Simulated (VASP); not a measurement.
## Al3Cu: single point with LDA

Crystal: Al3Cu.

```
Al Cu
1.0
     3.61723    0.00000    0.00000
     0.00000    4.18235    0.00000
     0.00000    0.00000    3.76506
Al Cu
3 1
Direct
  0.00000 0.50000 0.50000
  0.50000 0.00000 0.50000
  0.50000 0.50000 0.00000
  0.00000 0.00000 0.00000
```

This cell differs from its parent crystal: strain +e along x and -e along y -0.0733, strain +e along z and -e/2 along x and y -0.0233.

```yaml
Program: VASP 6.6.1
Task: single point
Functional: LDA
Potentials_or_basis: VASP PAW LDA potentials, release 64 (Al, Cu)
Cutoff: 520 eV
k_mesh: 10 × 10 × 10
Occupations: gaussian, width 0.15 eV
Spin: no spin polarisation
```

The pressure is 2.0 GPa and the band gap on the k mesh is zero (band 10 reaches 10.82 eV, above the bottom of band 11 at 6.59 eV).

Stress tensor (GPa, compression positive):
```
 7.14  0.00  0.00
 0.00 -5.84  0.00
 0.00  0.00  4.81
```

Levels at points of the mesh, in eV from the Fermi level:
```csv
k point,band 7,band 8,band 9,band 10,band 11,band 12,band 13,band 14
"(0.00, 0.00, 0.00)",-3.62,-2.06,-1.35,-1.31,0.55,1.69,5.72,6.31
"(0.50, 0.00, 0.00)",-3.41,-0.63,-0.18,-0.10,0.84,1.04,1.34,2.50
"(0.00, 0.50, 0.00)",-3.68,0.23,0.39,0.87,1.02,1.11,2.92,3.01
"(0.50, 0.50, 0.00)",-3.63,-3.35,-3.18,1.69,2.98,3.73,3.75,4.18
"(0.00, 0.00, 0.50)",-3.51,-0.79,-0.40,-0.31,1.23,1.41,1.45,3.12
"(0.50, 0.00, 0.50)",-3.49,-3.30,-3.25,0.70,2.43,2.53,2.62,2.63
"(0.00, 0.50, 0.50)",-3.64,-3.47,-3.17,2.21,3.51,4.08,4.32,4.84
"(0.50, 0.50, 0.50)",-3.87,-3.60,-3.48,-2.39,-2.02,-1.95,-1.67,10.65
```

It took 2.9 min on 1 thread of Intel Xeon 6975P-C (shared host), peak memory 0.31 GiB.

Caveat: the cell differs from its parent crystal (strain +e along x and -e along y -0.0733, strain +e along z and -e/2 along x and y -0.0233).
